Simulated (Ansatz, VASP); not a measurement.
Al2Au in VASP and in Ansatz

```
Al Au
1.0
    -0.36000    2.80182    2.80182
     2.80182   -0.36000    2.80182
     2.80182    2.80182   -0.36000
Al Au
2 1
Cartesian
  1.4036 1.4036 1.4036
  3.8400 3.8400 3.8400
  0.0000 0.0000 0.0000
```

Alike in both runs: task single point; functional PBE; k mesh 12 × 12 × 12; occupations gaussian, width 0.1 eV; no spin polarisation.

|  | VASP | Ansatz |
| --- | --- | --- |
| version | VASP 6.6.1 | Ansatz 0.2.0 |
| potentials or method | VASP PAW PBE potentials, release 64 (Al, Au), cutoff 520 eV | scalar-relativistic, plane waves, PAW |
| valence electrons in the cell | 17 | 25 |

|  | VASP | Ansatz | Ansatz less VASP |
| --- | --- | --- | --- |
| gap on the k mesh at the Fermi level (eV) | none | none | - |
| pressure (GPa) | 7.7 | 7.9 | +0.21 |
| traceless stress, the component that is largest in VASP (GPa) | 9.82 | 9.83 | +0.005 |
| rms of the force components (eV/Å) | 0.285 | 0.288 | +0.0032 |

Atom by atom the forces differ by 0.003 eV/Å (rms over components). A gap of «none» marks a metal or a gap that the smearing closes. VASP's potentials hold 17 valence electrons a cell and Ansatz's 25, so a difference there can come from the potentials and not from the codes.

Neither program's run includes spin-orbit coupling.
